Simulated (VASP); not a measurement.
Input of a VASP 6.6.1 run:

Contents of INCAR:

```
AGGAC = 1.0
AGGAX = 1.0
ALDAC = 0.0
ALDAX = 1.0
ALGO = Normal
EDIFF = 1E-6
EDIFFG = -0.01
ENCUT = 600
GGA = B5
IBRION = 2
ISIF = 3
ISMEAR = -1
LASPH = T
LCHARG = F
LREAL = F
LWAVE = F
NELM = 100
NSW = 80
PREC = Accurate
SIGMA = 0.1
```

Contents of KPOINTS:

```
k-points
0
Gamma
  7 7 7
```

Contents of POSCAR:

```
Ca
1.0
    0.0000000000      3.8908582557      3.8908582557
    3.8908582557      0.0000000000      3.8908582557
    3.8908582557      3.8908582557      0.0000000000
Ca
2
Direct
    0.1250000000      0.1250000000      0.1250000000
    0.8750000000      0.8750000000      0.8750000000
```

Potentials or basis: VASP PAW PBE potentials, release 64 (Ca_sv).

Command:

```console
$ cat potpaw_PBE.64/Ca_sv/POTCAR > POTCAR
$ mpirun -np 1 vasp_std > vasp.out
```

(1) What does it give for the space group after relaxing (to 0.05 Å)?

(2) Predict the band gap on the k mesh.

## Answers

(1) Fd-3m (No. 227).

(2) zero (band 10 reaches 0.59 eV, above the bottom of band 11 at 0.16 eV).
